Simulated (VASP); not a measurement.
# H17O8F in VASP: notebook, part 2 of 2

VASP 6.6.1. The steps go on from the part before.

## 3. Single point, PBEsol

INCAR

```
PREC     = Accurate       # precision mode
ENCUT    = 520            # plane-wave cutoff, eV
EDIFF    = 1E-6           # SCF threshold, eV
ISMEAR   = -1             # smearing method
SIGMA    = 0.02           # smearing width, eV
LREAL    = F              # projectors in reciprocal space
LASPH    = T              # aspherical terms in the spheres
NELM     = 120            # most SCF steps
ALGO     = Normal         # electronic algorithm
ISIF     = 2              # what is computed and relaxed
LWAVE    = F              # write WAVECAR
LCHARG   = T              # write CHGCAR
GGA      = PS             # functional
LELF     = T              # ELF
LVHAR    = T            
NBANDS   = 55             # bands
GGA_COMPAT= F
```

KPOINTS

```
Automatic mesh
0
Gamma
  1 1 1
```

POSCAR

```
H17O8F
1.0
    6.4950650000      0.0000000000      0.0000000000
    0.0000000000      6.4950650000      0.0000000000
    0.0000000000      0.0000000000      6.4950650000
O H F
8 17 1
Direct
    0.8359269692      0.0220629047      0.3575329885
    0.5210109522      0.3776713551      0.3720517039
    0.4247070661      0.1854484905      0.6833957782
    0.0427247456      0.4821352827      0.2794891198
    0.9009763567      0.5478313150      0.6499242117
    0.0243415578      0.1839242563      0.7137726874
    0.0275901781      0.8102767255      0.9860871292
    0.5757294192      0.7697536514      0.5223350344
    0.7613010801      0.1277277441      0.2757478178
    0.9255334627     -0.0425245937      0.2430306702
    0.4774240135      0.3315132335      0.2275881766
    0.4730668592      0.5169463277      0.4047380588
    0.2637848890      0.1800289912      0.6832264188
    0.4820275086      0.2643083633      0.5549905967
    0.0738252812      0.6132194212      0.1975807786
   -0.0953339189      0.4451841514      0.2221686773
    0.9658871774      0.5359915567      0.5116499989
    0.7703848999      0.6307712086      0.6223340336
   -0.0578593132      0.3113286780      0.7302775261
   -0.0454037027      0.1068195622      0.6114026572
    0.0400765812      0.9427773240      0.9146174827
   -0.0348880265      0.7126949461      0.8871504750
    0.5036131278      0.8490138282      0.6373608270
    0.6846120863      0.8710921292      0.4643371544
    0.5021966678      0.2477265432      0.8393295525
    0.5888624671      0.2576263671      1.0048860173
```

Potentials or basis: VASP PAW PBE potentials, release 64 (O, H, F).

The run is started by

```bash
$ cat potpaw_PBE.64/O/POTCAR potpaw_PBE.64/H/POTCAR potpaw_PBE.64/F/POTCAR > POTCAR
$ mpirun -np 1 vasp_gam > vasp.out
```

OUTCAR:

```text
PREC = Accurate
   ENCUT = 520
   EDIFF = 1E-6
   ISMEAR = -1
   LREAL = F
   LASPH = T
   NELM = 120
   ISIF = 2
   GGA = PS

 ion  position               nearest neighbor table
   1  0.836  0.022  0.358-   9 0.99  10 1.03
   2  0.521  0.378  0.372-  12 0.98  11 1.02  14 1.42
   3  0.425  0.185  0.683-  13 1.05  14 1.05  25 1.20
   4  0.043  0.482  0.279-  16 1.00  15 1.02
   5  0.901  0.548  0.650-  17 1.00  18 1.02
   6  0.024  0.184  0.714-  20 0.95  19 0.99
[... 292 lines left out ...]
  Total       -3.2587559     -1.1892426     -4.0145895      0.3710084     -0.7385607      0.3108377
  in kB      -19.0551298     -6.9539335    -23.4747633      2.1694208     -4.3186327      1.8175811
  external PRESSURE =     -16.4946089 kB  Pullay stress =       0.0000000 kB

 VOLUME and BASIS-vectors are now :
 -----------------------------------------------------------------------------
  energy-cutoff  :      520.00
  volume of cell :      274.00
      direct lattice vectors                 reciprocal lattice vectors
     6.495065000  0.000000000  0.000000000     0.153963047  0.000000000  0.000000000
     0.000000000  6.495065000  0.000000000     0.000000000  0.153963047  0.000000000
     0.000000000  0.000000000  6.495065000     0.000000000  0.000000000  0.153963047

 POSITION                                       TOTAL-FORCE (eV/Angst)
 -----------------------------------------------------------------------------------
      5.42940      0.14330      2.32220         1.009250     -0.165475     -1.819285
      3.38400      2.45300      2.41650        -0.034994     -0.460262     -0.865692
      2.75850      1.20450      4.43870        -0.273155     -0.100941      0.799358
      0.27750      3.13150      1.81530        -0.646927      1.229853     -1.381088
      5.85190      3.55820      4.22130        -0.991635      0.907089      0.825752
      0.15810      1.19460      4.63600         1.294696     -0.423078      1.738578
[... 18 lines left out ...]
      3.26180      1.60900      5.45150        -0.089675     -0.837009      0.204563
      3.82470      1.67330      0.03173        -0.289842      0.218979     -0.300856
 -----------------------------------------------------------------------------------
    total drift:                                0.001078     -0.001727     -0.001431

  FREE ENERGIE OF THE ION-ELECTRON SYSTEM (eV)
  ---------------------------------------------------
  free  energy   TOTEN  =      -126.8843095682 eV

  energy  without entropy=     -126.8843095682  energy(sigma->0) =     -126.88430957
```

stdout:

```text
POSCAR found type information on POSCAR O H F
 POSCAR found :  3 types and      26 ions
 scaLAPACK will be used
 -----------------------------------------------------------------------------
|                                                                             |
|                                                                             |
|     You have a (more or less) 'large supercell' and for larger cells it     |
|     might be more efficient to use real-space projection operators.         |
|     Therefore, try LREAL= Auto in the INCAR file.                           |
|     Mind: For very accurate calculation, you might also keep the            |
|     reciprocal projection scheme (i.e. LREAL=.FALSE.).                      |
|                                                                             |
 -----------------------------------------------------------------------------

 -----------------------------------------------------------------------------
|                                                                             |
|                                                                             |
|     You enforced a specific xc type in the INCAR file but a different       |
|     I HOPE YOU KNOW WHAT YOU ARE DOING!                                     |
|                                                                             |
 -----------------------------------------------------------------------------

 LDA part: xc-table for (Slater+PW92), standard interpolation
 POSCAR, INCAR and KPOINTS ok, starting setup
 FFT: planning ... GRIDC
 FFT: planning ... GRID_SOFT
 FFT: planning ... GRID
 WAVECAR not read
 entering main loop
```

Run time: 17 s. Hardware: 1 thread of Intel Xeon 6975P-C (Granite Rapids), shared host; peak memory 0.29 GiB.

What came out:

```
Free energy   : -126.8843 eV
Pressure      : -1.6 GPa
Largest force : 2.209 eV/Å
```

Forces on the atoms (eV/Å):
```
O    1.009 -0.165 -1.819
O   -0.035 -0.460 -0.866
O   -0.273 -0.101  0.799
O   -0.647  1.230 -1.381
O   -0.992  0.907  0.826
O    1.295 -0.423  1.739
O   -0.061 -0.092  0.697
O   -0.216  0.960  1.406
H   -0.138 -0.212  0.365
H   -0.925  0.235  1.103
H    0.576  0.456  0.721
H    0.218  0.362 -0.214
H    0.741  0.525  0.141
H   -0.634 -0.156 -0.183
H   -0.156 -1.095  0.555
H    0.779  0.078  0.334
H    0.308 -0.110 -0.296
H    0.277 -0.568  0.039
H    0.041  0.743 -0.157
H   -0.798 -0.850 -1.597
H   -0.016  0.227 -0.303
H    0.137  0.025 -0.389
H    0.768 -0.555 -1.373
H   -0.879 -0.343 -0.049
H   -0.090 -0.837  0.205
F   -0.290  0.219 -0.301
```

Stress tensor (GPa, compression positive):
```
-1.91  0.22  0.18
 0.22 -0.70 -0.43
 0.18 -0.43 -2.35
```

Caveat: the k points lie up to 0.97 Å⁻¹ apart; the PAW data sets were made with another functional, which shifts forces and pressure a little.
